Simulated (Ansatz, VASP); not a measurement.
## Sn: VASP beside Ansatz

```
CELL_PARAMETERS angstrom
-2.94828 2.95040 1.58882
2.95040 -2.94828 1.58882
2.94605 2.94605 -1.58493
ATOMIC_POSITIONS crystal
Sn 0.00003 0.99997 0.00000
Sn 0.74997 0.25003 0.50000
```

Alike in both runs: task single point; functional r2SCAN; k mesh 11 × 11 × 8; occupations methfessel-paxton of order 1, width 0.01 eV; no spin polarisation.

|  | VASP | Ansatz |
| --- | --- | --- |
| version | VASP 6.6.1 | Ansatz 0.2.0 |
| potentials or method | VASP PAW PBE potentials, release 64 (Sn_d), cutoff 520 eV | plane waves (500 eV) with PAW, scalar-relativistic |
| valence electrons in the cell | 28 | 28 |

```csv
,VASP,Ansatz,Ansatz less VASP
pressure (GPa),0.0,0.0,+0.01
"traceless stress, the component that is largest in VASP (GPa)",-0.10,-0.10,0.000
```

VASP's potentials were made for PBE, not for r2SCAN.
